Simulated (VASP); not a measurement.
Here is a VASP 6.6.1 calculation.

File INCAR:

```
PREC = Accurate ; ENCUT = 520
EDIFF = 1E-7 ; ISMEAR = 0
SIGMA = 0.1 ; LREAL = F
LASPH = T ; NELM = 100
ALGO = Normal ; ISIF = 2
LWAVE = F ; LCHARG = F
GGA = PS ; NBANDS = 26
```

Contents of KPOINTS:

```
regular mesh
0
Gamma
  6 6 4
```

POSCAR

```
TiO
1.0
    2.8516080131      0.0000000000      0.0000000000
   -1.4258040066      2.4695649810      0.0000000000
    0.0000000000      0.0000000000      5.5675030000
Ti O
2 2
Direct
    0.3333333333      0.6666666667      0.2500000000
    0.6666666667      0.3333333333      0.7500000000
    0.0000000000      0.0000000000      0.0000000000
    0.0000000000      0.0000000000      0.5000000000
```

Potentials or basis: VASP PAW PBE potentials, release 64 (Ti_sv, O).

Launch:

```bash
$ cat potpaw_PBE.64/Ti_sv/POTCAR potpaw_PBE.64/O/POTCAR > POTCAR
$ mpirun -np 1 vasp_std > vasp.out
```

Estimate the band gap on the k mesh.

zero (band 18 reaches 11.18 eV, above the bottom of band 19 at 10.99 eV).

What does it give for the pressure?

-9.3 GPa.

Stress tensor (GPa, compression positive):
```
 -8.52   0.00   0.00
  0.00  -8.52   0.00
  0.00   0.00 -10.89
```

Caveat: the k points lie up to 0.42 Å⁻¹ apart; the PAW data sets were made with another functional, which shifts forces and pressure a little; semilocal functionals often make such compounds metallic where correlation or magnetic order opens a gap, which also shifts bond lengths.
